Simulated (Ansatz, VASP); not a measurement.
As in VASP and in Ansatz

Contents of INCAR:

```
SYSTEM = As
  ALGO = Normal
  EDIFF = 1E-6
  ENCUT = 520
  GGA = CA
  ISIF = 2
  ISMEAR = -1
  LASPH = .True.
  LCHARG = .False.
  LREAL = .False.
  LWAVE = .False.
  NBANDS = 8
  NELM = 60
  PREC = Accurate
  SIGMA = 0.1
```

Contents of KPOINTS:

```
k-points
0
Gamma
  15 15 15
  0 0 0
```

Contents of POSCAR:

```
As
1.0
    0.0000000000      2.0575063311      2.0575063311
    2.0575063311      0.0000000000      2.0575063311
    2.0575063311      2.0575063311      0.0000000000
As
1
Direct
    0.0000000000      0.0000000000      0.0000000000
```

Input for Ansatz:

```yaml
crystal:
  lattice:
    - [0.0, 2.0575063311, 2.0575063311]
    - [2.0575063311, 0.0, 2.0575063311]
    - [2.0575063311, 2.0575063311, 0.0]
  atoms:
    - { symbol: As, position: [0.0, 0.0, 0.0] }
hamiltonian:
  xc: lda
  pseudopotentials:
    kind: paw
    azcp:
      As: "pseudopotentials/As.paw.azcp"
basis:
  ecutwfc: 420
  fft_grid_basis: typed
kpoints:
  mp_grid: { grid: [15, 15, 15], shift: [0, 0, 0] }
magnetization:
  spin_polarized: false
scf:
  occupations: { method: fermi_dirac, width: 0.1 }
  lower_state_search: "off"
output:
  stress: true
  write_density: true
  write_potential: true
  elf: true
  volumetric_format: npy
```

Alike in both runs: task single point; functional LDA; k mesh 15 × 15 × 15; occupations fermi-dirac, width 0.1 eV; no spin polarisation.

|  | VASP | Ansatz |
| --- | --- | --- |
| version | VASP 6.6.1 | Ansatz 0.2.0 |
| potentials or method | VASP PAW LDA potentials, release 64 (As), cutoff 520 eV | plane waves (420 eV) with PAW, scalar-relativistic |
| valence electrons in the cell | 5 | 15 |

```tsv
	VASP	Ansatz	Ansatz less VASP
pressure (GPa)	4.6	4.2	-0.36
```

Ansatz warns that its potentials were made for another functional, while VASP's fit it. LDA's correlation is that of Perdew and Zunger in VASP and of Perdew and Wang (1992) in Ansatz. VASP's potentials hold 5 valence electrons a cell and Ansatz's 15, so a difference there can come from the potentials and not from the codes.
